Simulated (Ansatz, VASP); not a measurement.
One calculation of BaS, two programs

INCAR

```
SYSTEM = BaS
PREC = Accurate
ENCUT = 500
EDIFF = 1E-6
ISMEAR = 0
SIGMA = 0.03
LREAL = .FALSE.
LASPH = .TRUE.
NELM = 120
ALGO = Normal
ISIF = 2
LWAVE = .FALSE.
LCHARG = .FALSE.
GGA = PE
NBANDS = 15
GGA_COMPAT = .FALSE.
```

File KPOINTS:

```
Automatic mesh
0
G
  7 7 7
  0 0 0
```

File POSCAR:

```
BaS
1.0
    0.0000000000      3.1937500000      3.1937500000
    3.1937500000      0.0000000000      3.1937500000
    3.1937500000      3.1937500000      0.0000000000
Ba S
1 1
Direct
    0.0000000000      0.0000000000      0.0000000000
    0.5000000000      0.5000000000      0.5000000000
```

File input.yaml:

```yaml
crystal:
  lattice:
    - [0.0, 3.19375, 3.19375]
    - [3.19375, 0.0, 3.19375]
    - [3.19375, 3.19375, 0.0]
  atoms:
    - { symbol: Ba, position: [0.0, 0.0, 0.0] }
    - { symbol: S, position: [0.5, 0.5, 0.5] }
kpoints:
  mp_grid: { grid: [7, 7, 7] }
scf:
  occupations: { method: gaussian, width: 0.03 }
hamiltonian:
  xc: pbe
  pseudopotentials: { kind: all_electron, lapw: { basis_error: 0.001 } }
output:
  forces: true
  stress: true
  eigenvalues: true
```

Alike in both runs: task single point; functional PBE; k mesh 7 × 7 × 7; occupations gaussian, width 0.03 eV; no spin polarisation.

```csv
,VASP,Ansatz
version,VASP 6.6.1,Ansatz 0.2.0
potentials or method,"VASP PAW PBE potentials, release 64 (Ba_sv, S), cutoff 500 eV","all-electron LAPW, scalar-relativistic"
```

VASP gave:

| Property | Result |
| --- | --- |
| gap on the k mesh at the Fermi level (eV) | 2.17 |
| least direct gap on the mesh (eV) | 2.31 |
| pressure (GPa) | 1.4 |

Q: Estimate Ansatz's values.

A: gap on the k mesh at the Fermi level (eV): 2.26; least direct gap on the mesh (eV): 2.38; pressure (GPa): 0.8.

Ansatz ran all-electron here, and VASP with PAW potentials.

Neither program's run includes spin-orbit coupling.
